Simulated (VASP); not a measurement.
# Bi2Te3 (R3m) in VASP: single point with PBEsol

Aim: the single point of Bi2Te3 with PBEsol.

Everything below comes from runs of VASP 6.6.1. Logs are shortened: lines on timing, memory, paths and dates and some standing lists are left out, and cuts for length are marked.

### 1 The cell of the first run

The structure is trigonal, space group R3m (No. 160). Conventional cell: a = 4.478 Å, b = 4.478 Å, c = 29.039 Å, α = 90.00°, β = 90.00°, γ = 120.00°. Bi (site symmetry 3m) has 3 Te at 3.03 Å and 3 Bi at 3.41 Å within 4.0 Å. Within 4.3 Å of Bi (site symmetry 3m) lie 3 Te at 3.26 Å and 3 Bi at 3.41 Å. Te (site symmetry 3m) has 6 Te at 3.05 to 3.43 Å within 4.0 Å. Te (site symmetry 3m) has 3 Bi at 3.03 Å and 3 Te at 3.43 Å within 4.0 Å. Te (site symmetry 3m) has 3 Te at 3.05 Å and 3 Bi at 3.26 Å within 4.0 Å.

### 2 Single point, PBEsol

INCAR reads:

```
PREC     = Accurate       # precision mode
ENCUT    = 520            # plane-wave cutoff, eV
EDIFF    = 1E-6           # SCF threshold, eV
ISMEAR   = 0              # smearing method
SIGMA    = 0.15           # smearing width, eV
LREAL    = F              # projectors in reciprocal space
LASPH    = T              # aspherical terms in the spheres
NELM     = 60             # most SCF steps
ALGO     = Normal         # electronic algorithm
ISIF     = 2              # what is computed and relaxed
LWAVE    = F              # write WAVECAR
LCHARG   = F              # write CHGCAR
GGA      = PS             # functional
NBANDS   = 32             # bands
```

KPOINTS reads:

```
regular mesh
0
Gamma
  12 12 12
```

POSCAR reads:

```
Bi2Te3
1.0
    2.2387584556      1.2925477970      9.6796249797
   -2.2387584556      1.2925477970      9.6796249797
    0.0000000000     -2.5850955940      9.6796249797
Bi Te
2 3
Direct
    0.8120000000      0.8120000000      0.8120000000
    0.4020000000      0.4020000000      0.4020000000
    0.6110000000      0.6110000000      0.6110000000
    0.2000000000      0.2000000000      0.2000000000
    0.0000000000      0.0000000000      0.0000000000
```

Potentials or basis: VASP PAW PBE potentials, release 64 (Bi_d, Te).

On the command line:

```
cat potpaw_PBE.64/Bi_d/POTCAR potpaw_PBE.64/Te/POTCAR > POTCAR
mpirun -np 1 vasp_std > vasp.out
```

OUTCAR:

```text
PREC = Accurate
   ENCUT = 520
   EDIFF = 1E-6
   ISMEAR = 0
   LREAL = F
   LASPH = T
   NELM = 60
   ISIF = 2
   GGA = PS

 ion  position               nearest neighbor table
   1  0.812  0.812  0.812-   4 3.03   4 3.03   4 3.03   2 3.41   2 3.41   2 3.41
   2  0.402  0.402  0.402-   5 3.26   5 3.26   5 3.26   1 3.41   1 3.41   1 3.41
   3  0.611  0.611  0.611-   5 3.05   5 3.05   5 3.05   4 3.43   4 3.43   4 3.43
   4  0.200  0.200  0.200-   1 3.03   1 3.03   1 3.03   3 3.43   3 3.43   3 3.43
   5  0.000  0.000  0.000-   3 3.05   3 3.05   3 3.05   2 3.26   2 3.26   2 3.26

  LATTYP: Found a trigonal (rhomboedric) cell.
 ALAT       =    10.0188751353
 COS(alpha) =     0.9001365545

  Lattice vectors:

 A1 = (   2.2387584556,   1.2925477970,   9.6796249797)
 A2 = (  -2.2387584556,   1.2925477970,   9.6796249797)
 A3 = (   0.0000000000,  -2.5850955940,   9.6796249797)

Analysis of symmetry for initial positions (statically):
=====================================================================
 Subroutine PRICEL returns:
 Original cell was already a primitive cell.

 Routine SETGRP: Setting up the symmetry group for a
 trigonal (rhombohedral) supercell.

 Subroutine GETGRP returns: Found  6 space group operations
 (whereof  6 operations were pure point group operations)
 out of a pool of 12 trial point group operations.

The static configuration has the point symmetry C_3v.

Analysis of symmetry for dynamics (positions and initial velocities):
=====================================================================
 Subroutine PRICEL returns:
 Original cell was already a primitive cell.

 Routine SETGRP: Setting up the symmetry group for a
 trigonal (rhombohedral) supercell.

 Subroutine GETGRP returns: Found  6 space group operations
 (whereof  6 operations were pure point group operations)
 out of a pool of 12 trial point group operations.

The dynamic configuration has the point symmetry C_3v.

 Subroutine INISYM returns: Found  6 space group operations
 (whereof  6 operations are pure point group operations),
 and found     1 'primitive' translations

----------------------------------------------------------------------------------------

                                     Primitive cell

  volume of cell :     168.0597

  direct lattice vectors                    reciprocal lattice vectors
     2.238758456  1.292547797  9.679624980     0.223338073  0.128944297  0.034436596
    -2.238758456  1.292547797  9.679624980    -0.223338073  0.128944297  0.034436596
     0.000000000 -2.585095594  9.679624980     0.000000000 -0.257888593  0.034436596

  length of vectors
    10.018875135 10.018875135 10.018875135     0.260177643  0.260177643  0.260177643

  position of ions in fractional coordinates (direct lattice)
     0.812000000  0.812000000  0.812000000
     0.402000000  0.402000000  0.402000000
     0.611000000  0.611000000  0.611000000
     0.200000000  0.200000000  0.200000000
     0.000000000  0.000000000  0.000000000

  ion indices of the primitive-cell ions
   primitive index   ion index
                 1           1
                 2           2
                 3           3
                 4           4
                 5           5

----------------------------------------------------------------------------------------

 KPOINTS: regular mesh

Automatic generation of k-mesh.
 Grid dimensions read from file:
 generate k-points for:   12   12   12

 Generating k-lattice:

  Cartesian coordinates                     Fractional coordinates (reciprocal lattice)
     0.018611506  0.010745358  0.002869716     0.083333333 -0.000000000 -0.000000000
    -0.018611506  0.010745358  0.002869716    -0.000000000  0.083333333 -0.000000000
     0.000000000 -0.021490716  0.002869716    -0.000000000 -0.000000000  0.083333333

  Length of vectors
     0.021681470  0.021681470  0.021681470

  Shift w.r.t. Gamma in fractional coordinates (k-lattice)
     0.000000000  0.000000000  0.000000000

 Subroutine IBZKPT returns following result:
 ===========================================

 Found    189 irreducible k-points:

 Following reciprocal coordinates:
            Coordinates               Weight
  0.000000  0.000000  0.000000      1.000000
  0.083333  0.000000 -0.000000      6.000000
  0.166667  0.000000 -0.000000      6.000000
  0.250000  0.000000  0.000000      6.000000
  0.333333  0.000000 -0.000000      6.000000
  0.416667  0.000000 -0.000000      6.000000
[... 16 lines left out ...]
  0.500000  0.166667  0.000000     12.000000
 -0.416667  0.166667  0.000000     12.000000
 [... further k-points ...]
   k-points           NKPTS =    189   k-points in BZ     NKDIM =    189   number of bands    NBANDS=     32
   number of dos      NEDOS =    301   number of ions     NIONS =      5
   total plane-waves  NPLWV = 512000
   dimension x,y,z NGX =    80 NGY =   80 NGZ =   80
   dimension x,y,z NGXF=   160 NGYF=  160 NGZF=  160
   ions per type =               2   3
   NGX,Y,Z   is equivalent  to a cutoff of  13.27, 13.27, 13.27 a.u.
   NGXF,Y,Z  is equivalent  to a cutoff of  26.55, 26.55, 26.55 a.u.
 SYSTEM =  unknown system
   PREC   = accura    normal or accurate (medium, high low for compatibility)
   ISTART =      0    job   : 0-new  1-cont  2-samecut
   ICHARG =      2    charge: 1-file 2-atom 10-const
   ISPIN  =      1    spin polarized calculation?
   LNONCOLLINEAR =      F non collinear calculations
   LSORBIT =      F    spin-orbit coupling
   LASPH  =      T    aspherical Exc in radial PAW
   ENCUT  =  520.0 eV  38.22 Ry    6.18 a.u.  18.63 18.63 18.63*2*pi/ulx,y,z
   NELM   =     60;   NELMIN=  2; NELMDL= -5     # of ELM steps
   EDIFF  = 0.1E-05   stopping-criterion for ELM
   LREAL  =      F    real-space projection
   EDIFFG = 0.1E-04   stopping-criterion for IOM
   NSW    =      0    number of steps for IOM
   IBRION =     -1    ionic relax: 0-MD 1-quasi-New 2-CG
   NFREE  =      0    steps in history (QN), initial steepest desc. (CG)
   ISIF   =      2    stress and relaxation
   ISYM   =      2    0-nonsym 1-usesym 2-fastsym
   POTIM  = 0.5000    time-step for ionic-motion
   TEBEG  =    0.0;   TEEND  =   0.0 temperature during run
   PSTRESS=    0.0 pullay stress
   NELECT =      48.0000    total number of electrons
   NUPDOWN=      -1.0000    fix difference up-down
   EMIN   =  10.00;   EMAX   =-10.00  energy-range for DOS
   EFERMI =   0.00;   METHOD = LEGACY
   ISMEAR =     0;   SIGMA  =   0.15  broadening in eV -4-tet -1-fermi 0-gaus
   EFERMI_NEDOS =   21; number of points for ismear=-14 and -15
   IALGO  =     38    algorithm
   IMIX   =      4    mixing-type and parameters
     AMIX     =   0.40;   BMIX     =  1.00
     AMIX_MAG =   1.60;   BMIX_MAG =  1.00
  volume/ion in A,a.u.               =      33.61       226.82
  Fermi-wavevector in a.u.,A,eV,Ry     =   1.078121  2.037353 15.814652  1.162344
  Thomas-Fermi vector in A             =   2.214051
   LORBIT       =      0    0 simple, 1 ext, 2 COOP (PROOUT), +10 PAW based schemes
   GGA     = PS    functional components
   LHFCALC =     F    Hartree Fock is set to
   AEXX    =    0.0000 exact exchange contribution
   IVDW    =     0    specifies the selected vdW correction
   LEPSILON=     F    determine dielectric tensor
   LRPA    =     F    only Hartree local field effects (RPA)
 non-spin polarized calculation
 Gauss-broadening in eV      SIGMA  =   0.15
  energy-cutoff  :      520.00
  volume of cell :      168.06
 maximum number of plane-waves:      4555
 NGX is ok and might be reduce to    80
   NGX = 37   NGY = 37   NGZ = 37

 number of electron      48.0000000 magnetization

 Free energy of the ion-electron system (eV)
  ---------------------------------------------------
  ext. energy  EPLUGINS =         0.00000000
  ---------------------------------------------------
  free energy    TOTEN  =       -18.93483419 eV

  energy without entropy =      -18.91388529  energy(sigma->0) =      -18.92435974

 E-fermi :   6.2720     XC(G=0):  -9.5564

 val. band max:        6.2712329381   @ k =   0.4167   0.4167   0.3333
 cond. band min:       6.2735507689   @ k =   0.3333   0.3333   0.2500
 fundamental gap:      0.0023178308
 Fermi energy:         6.2719809452

 k-point     1 :       0.0000    0.0000    0.0000
  band No.  band energies     occupation
      1     -16.7350      2.00000
      2     -16.7350      2.00000
      3     -16.7058      2.00000
      4     -16.7058      2.00000
      5     -16.6993      2.00000
      6     -16.1917      2.00000
[... 24 lines left out ...]
     31      10.9227      0.00000
     32      11.1475      0.00000

 k-point     2 :       0.0833    0.0000   -0.0000
  band No.  band energies     occupation
      1     -16.7351      2.00000
      2     -16.7343      2.00000
      3     -16.7060      2.00000
      4     -16.7057      2.00000
      5     -16.6988      2.00000
      6     -16.1924      2.00000
[... 24 lines left out ...]
     31      10.6351      0.00000
     32      10.9294      0.00000

 k-point     3 :       0.1667    0.0000   -0.0000
  band No.  band energies     occupation
      1     -16.7356      2.00000
      2     -16.7326      2.00000
      3     -16.7065      2.00000
      4     -16.7052      2.00000
      5     -16.6975      2.00000
      6     -16.1943      2.00000
[... 24 lines left out ...]
     31      10.0799      0.00000
     32      11.0091      0.00000

 k-point     4 :       0.2500    0.0000    0.0000
  band No.  band energies     occupation
      1     -16.7362      2.00000
      2     -16.7305      2.00000
      3     -16.7073      2.00000
      4     -16.7044      2.00000
      5     -16.6955      2.00000
      6     -16.1974      2.00000
[... 654 lines left out ...]
     31      10.3932      0.00000
     32      11.1167      0.00000

 k-point    23 :       0.5000    0.1667    0.0000
  band No.  band energies     occupation
      1     -16.7375      2.00000
      2     -16.7266      2.00000
      3     -16.7076      2.00000
      4     -16.7033      2.00000
      5     -16.6918      2.00000
      6     -16.2017      2.00000
[... 24 lines left out ...]
     31      10.3995      0.00000
     32      10.7399      0.00000

 k-point    24 :      -0.4167    0.1667    0.0000
  band No.  band energies     occupation
      1     -16.7377      2.00000
      2     -16.7261      2.00000
      3     -16.7077      2.00000
      4     -16.7031      2.00000
      5     -16.6914      2.00000
      6     -16.2023      2.00000
[... 24 lines left out ...]
     31      10.2466      0.00000
     32      10.7563      0.00000

 [... further k-points ...]
[... 5 lines left out ...]
  --------------------------------------------------------------------------------------
  -------------------------------------------------------------------------------------
  Total       -0.7975281     -0.7975281     -0.8458048      0.0000000     -0.0000000      0.0000000
  in kB       -7.6031393     -7.6031393     -8.0633792      0.0000000     -0.0000000      0.0000000
  external PRESSURE =      -7.7565526 kB  Pullay stress =       0.0000000 kB

 VOLUME and BASIS-vectors are now :
 -----------------------------------------------------------------------------
  energy-cutoff  :      520.00
  volume of cell :      168.06
      direct lattice vectors                 reciprocal lattice vectors
     2.238758456  1.292547797  9.679624980     0.223338073  0.128944297  0.034436596
    -2.238758456  1.292547797  9.679624980    -0.223338073  0.128944297  0.034436596
     0.000000000 -2.585095594  9.679624980     0.000000000 -0.257888593  0.034436596

 POSITION                                       TOTAL-FORCE (eV/Angst)
 -----------------------------------------------------------------------------------
      0.00000      0.00000     23.57957         0.000000      0.000000     -0.844116
      0.00000      0.00000     11.67363         0.000000      0.000000     -0.362878
      0.00000      0.00000     17.74275         0.000000     -0.000000     -0.696315
      0.00000      0.00000      5.80777         0.000000      0.000000      0.818110
      0.00000      0.00000      0.00000         0.000000     -0.000000      1.085199
 -----------------------------------------------------------------------------------
    total drift:                               -0.000000      0.000000     -0.000553

  FREE ENERGIE OF THE ION-ELECTRON SYSTEM (eV)
  ---------------------------------------------------
  free  energy   TOTEN  =       -18.9348341941 eV

  energy  without entropy=      -18.9138852858  energy(sigma->0) =      -18.92435974
```

Run time: 47 min. Hardware: 1 thread of Intel Xeon 6975P-C (Granite Rapids), shared host; peak memory 1.5 GiB.

Results:

| Property | Result |
| --- | --- |
| Free energy | -18.9348 eV |
| Pressure | -0.8 GPa |
| Largest force | 1.085 eV/Å |
| Band gap on the k mesh | zero (band 24 reaches 6.30 eV, above the bottom of band 25 at 6.08 eV) |

Forces in eV/Å, atoms in the order of the input:
```
Bi   0.000  0.000 -0.844
Bi   0.000  0.000 -0.363
Te   0.000  0.000 -0.696
Te   0.000  0.000  0.818
Te   0.000  0.000  1.085
```

Caveat: the PAW data sets were made with another functional, which shifts forces and pressure a little; spin-orbit coupling is left out, which moves the levels of the heavy elements.
